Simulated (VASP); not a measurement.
Here is a VASP 6.6.1 calculation.

INCAR

```
PREC = Accurate
ENCUT = 520
EDIFF = 1E-6
ISMEAR = 0
SIGMA = 0.05
LREAL = F
LASPH = T
NELM = 60
ALGO = Normal
ISIF = 2
LWAVE = F
LCHARG = F
GGA = CA
NBANDS = 21
```

Contents of KPOINTS:

```
regular mesh
0
Gamma
  8 8 6
```

File POSCAR:

```
AlGaN2
1.0
    3.1931686309      0.0000000000      0.0000000000
    0.0000000000      3.1931686309      0.0000000000
    0.0000000000      0.0000000000      4.6035466767
Al Ga N
1 1 2
Direct
    0.5000000000      0.5000000000      0.5000000000
    0.0000000000      0.0000000000      0.0000000000
    0.5000000000      0.0000000000      0.7400513246
    0.0000000000      0.5000000000      0.2599486754
```

Potentials or basis: VASP PAW LDA potentials, release 64 (Al, Ga_d, N).

The run is started by

```console
$ cat potpaw_LDA.64/Al/POTCAR potpaw_LDA.64/Ga_d/POTCAR potpaw_LDA.64/N/POTCAR > POTCAR
$ mpirun -np 1 vasp_std > vasp.out
```

Task: Estimate the pressure.

Result: -16.0 GPa.

Task: Predict the largest force.

Result: 0.013 eV/Å.

Task: Estimate the band gap on the k mesh.

Result: 2.31 eV, direct.

Forces on the atoms (eV/Å):
```
Al   0.000  0.000  0.000
Ga   0.000  0.000  0.000
N    0.000  0.000  0.013
N    0.000  0.000 -0.013
```

Caveat: the cell differs from its parent crystal (strain +0.025 along x and y, +0.050 along z).
